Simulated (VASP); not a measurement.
A run of VASP 6.6.1:

The input INCAR:

```
SYSTEM = KI
PREC     = Accurate       ! precision mode
ENCUT    = 520            ! plane-wave cutoff, eV
EDIFF    = 1E-6           ! SCF threshold, eV
ISMEAR   = -1             ! smearing method
SIGMA    = 0.2241         ! smearing width, eV
LREAL    = Auto         
LASPH    = .True.         ! aspherical terms in the spheres
NELM     = 80             ! most SCF steps
ALGO     = Normal         ! electronic algorithm
ISIF     = 2              ! what is computed and relaxed
LWAVE    = .False.        ! write WAVECAR
LCHARG   = .False.        ! write CHGCAR
GGA      = PS             ! functional
NBANDS   = 78             ! bands
```

KPOINTS

```
regular mesh
0
Gamma
  1 1 1
  0 0 0
```

File POSCAR:

```
KI
1.0
    7.2766457619      0.0000000000      7.2766457619
    7.2766457619      7.2766457619      0.0000000000
    0.0000000000      7.2766457619      7.2766457619
K I
8 8
Direct
   -0.0214215457     -0.0066471561      0.0332660140
    0.0113098126      0.4617551287     -0.0171243048
    0.4721992952      0.0340476929      0.0119307718
    0.5440142518      0.5392542290     -0.0136986193
   -0.0102432498      0.0153182529      0.4781288816
    0.0055725538      0.4927270912      0.5334407675
    0.4942488775     -0.0033121030      0.4813646445
    0.5185522456      0.4437752099      0.5371496879
    0.2522716592      0.2540646557      0.2222669006
    0.2198276586      0.7495993592      0.2716887787
    0.7530943761      0.2802078137      0.2589686322
    0.7585358255      0.7332406544      0.2495668416
    0.2626814693      0.2529150188      0.7406959438
    0.2546773006      0.7407696728      0.7497984207
    0.7539721157      0.2422621710      0.7546595203
    0.7405548760      0.7540520289      0.7386577107
```

Potentials or basis: VASP PAW PBE potentials, release 64 (K_sv, I).

Launch:

```console
$ cat potpaw_PBE.64/K_sv/POTCAR potpaw_PBE.64/I/POTCAR > POTCAR
$ mpirun -np 1 vasp_gam > vasp.out
```

Hardware: 1 thread of Oxide Virtual Turin-like Processor (shared host).

How long does it take, and how much memory?

Run time: 3.8 min on 1 thread of Oxide Virtual Turin-like Processor, on a shared host, peak memory 0.85 GiB. Counts: scf iterations 16, k points 1.
